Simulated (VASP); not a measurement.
Input of a VASP 6.6.1 run:

Contents of INCAR:

```
SYSTEM = LiCl
ALGO = Normal ; EDIFF = 1E-6
ENCUT = 520 ; GGA = PS
ISIF = 2 ; ISMEAR = 0
LASPH = .True. ; LCHARG = .False.
LREAL = .False. ; LWAVE = .False.
NBANDS = 12 ; NELM = 60
PREC = Accurate ; SIGMA = 0.05
```

File KPOINTS:

```
k-points
0
Gamma
  10 10 10
  0 0 0
```

Contents of POSCAR:

```
LiCl
1.0
    0.0000000000      2.5321515235      2.5321515235
    2.5321515235      0.0000000000      2.5321515235
    2.5321515235      2.5321515235      0.0000000000
Li Cl
1 1
Direct
    0.0000000000      0.0000000000      0.0000000000
    0.5039492107      0.4960507893      0.5039492107
```

Potentials or basis: VASP PAW PBE potentials, release 64 (Li_sv, Cl).

Launch:

```sh
$ cat potpaw_PBE.64/Li_sv/POTCAR potpaw_PBE.64/Cl/POTCAR > POTCAR
$ mpirun -np 1 vasp_std > vasp.out
```

**Question.** Predict the largest force.

**Answer.** 0.019 eV/Å.

**Question.** Estimate the band gap on the k mesh.

**Answer.** 6.36 eV.

Forces in eV/Å, atoms in the order of the input:
```
Li   0.000  0.019  0.000
Cl   0.000 -0.019  0.000
```

Caveat: the PAW data sets were made with another functional, which shifts forces and pressure a little. A k mesh can miss the band edges.
